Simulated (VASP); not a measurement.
Set up this calculation in VASP 6.6.1, as the native input.

```
Task                   : single point
Functional             : PBE
Potentials or basis    : VASP PAW PBE potentials, release 64 (W_sv, C)
Cutoff                 : 520 eV
k mesh                 : 10 × 10 × 9
Occupations            : fermi-dirac, width 0.05 eV
Spin                   : no spin polarisation
Dipole correction      : no
Further INCAR settings : ALGO = Normal; EDIFF = 1e-07; NBANDS = 16
```

The structure of WC (Qusongite) lies in POSCAR:

```
WC
1.0
    2.9225710083      0.0000000000      0.0000000000
   -1.4612855042      2.5310207376      0.0000000000
    0.0000000000      0.0000000000      2.8456480765
W C
1 1
Direct
    0.0000000000      0.0000000000      0.0000000000
    0.6666666667      0.3333333333      0.5000000000
```

These files were run (other wordings do the same):

INCAR

```
PREC = Accurate
ENCUT = 520
EDIFF = 1E-7
ISMEAR = -1
SIGMA = 0.05
LREAL = False
LASPH = True
NELM = 60
ALGO = Normal
ISIF = 2
LWAVE = False
LCHARG = True
GGA = PE
LELF = True
LVHAR = True
NBANDS = 16
```

KPOINTS

```
regular mesh
0
Gamma
  10 10 9
```

Potentials or basis: VASP PAW PBE potentials, release 64 (W_sv, C).

Launch:

```bash
$ cat potpaw_PBE.64/W_sv/POTCAR potpaw_PBE.64/C/POTCAR > POTCAR
$ mpirun -np 1 vasp_std > vasp.out
```

Results of the run:

```json
{
 "Pressure": "1.1 GPa",
 "Band gap on the k mesh": "zero (band 9 reaches 11.54 eV, above the bottom of band 10 at 10.35 eV)"
}
```

Caveat: spin-orbit coupling is left out, which moves the levels of the heavy elements.

Wall time 14 s on 1 thread of Intel(R) Xeon(R) Platinum 8259CL CPU @ 2.50GHz (Skylake/Cascade Lake), with other jobs on the host, peak memory 0.15 GiB.
